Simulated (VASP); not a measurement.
The system is Ni.

```xyz
1
Lattice="-1.3555 1.3555 1.3555 1.3555 -1.3555 1.3555 1.3555 1.3555 -1.3555" Properties=species:S:1:pos:R:3 pbc="T T T"
Ni    0.0000    0.0000    0.0000
```

Program: VASP 6.6.1. Alike in all runs: task single point; spin collinear, ferromagnetic start; cell as given; k mesh 13 × 13 × 13; cutoff (eV) 520; smearing fermi-dirac 0.05 eV.

Problem. Order these runs on this cell by their pressure, lowest first.
A. level LDA; potentials or basis VASP PAW LDA potentials, release 64 (Ni)
B. level r2SCAN; potentials or basis VASP PAW PBE potentials, release 64 (Ni)
C. level PBE; potentials or basis VASP PAW PBE potentials, release 64 (Ni)
D. level PBEsol; potentials or basis VASP PAW PBE potentials, release 64 (Ni)

Solution. A (2.2 GPa), D (12.1 GPa), B (15.5 GPa), C (23.4 GPa).

Caveats: the PAW data sets were made with another functional, which shifts forces and pressure a little (some runs).
